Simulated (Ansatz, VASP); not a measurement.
**Ca in VASP and in Ansatz**

The input INCAR:

```
  PREC = Accurate
  ENCUT = 520
  EDIFF = 1E-7
  ISMEAR = 1
  SIGMA = 0.01
  LREAL = False
  LASPH = True
  NELM = 60
  ALGO = Normal
  ISIF = 2
  LWAVE = False
  LCHARG = False
  GGA = CA
  NBANDS = 11
```

File KPOINTS:

```
Automatic mesh
0
Gamma
  10 10 10
```

POSCAR

```
Ca
1.0
    0.0000000000      2.6714532750      2.6714532750
    2.6714532750      0.0000000000      2.6714532750
    2.6714532750      2.6714532750      0.0000000000
Ca
1
Direct
    0.0000000000      0.0000000000      0.0000000000
```

Input for Ansatz:

```yaml
crystal:
  lattice:
    - [0.0, 2.671453275, 2.671453275]
    - [2.671453275, 0.0, 2.671453275]
    - [2.671453275, 2.671453275, 0.0]
  atoms:
    - { symbol: Ca, position: [0.0, 0.0, 0.0] }
hamiltonian:
  xc: lda
  pseudopotentials:
    kind: paw
    azcp:
      Ca: "pseudopotentials/Ca.paw.azcp"
basis:
  ecutwfc: 420
  fft_grid_basis: typed
kpoints:
  mp_grid: { grid: [10, 10, 10], shift: [0, 0, 0] }
magnetization:
  spin_polarized: false
scf:
  occupations: { method: methfessel_paxton, width: 0.01 }
  lower_state_search: "off"
output:
  stress: true
  write_density: true
  write_potential: true
  elf: true
  volumetric_format: npy
```

Alike in both runs: task single point; functional LDA; k mesh 10 × 10 × 10; occupations methfessel-paxton of order 1, width 0.01 eV; no spin polarisation.

|  | VASP | Ansatz |
| --- | --- | --- |
| version | VASP 6.6.1 | Ansatz 0.2.0 |
| potentials or method | VASP PAW LDA potentials, release 64 (Ca_sv), cutoff 520 eV | plane waves (420 eV) with PAW, scalar-relativistic |
| valence electrons in the cell | 10 | 10 |

```csv
,VASP,Ansatz,Ansatz less VASP
pressure (GPa),-0.1,-0.1,-0.01
```

Ansatz warns that its potentials were made for another functional, while VASP's fit it. LDA's correlation is that of Perdew and Zunger in VASP and of Perdew and Wang (1992) in Ansatz.
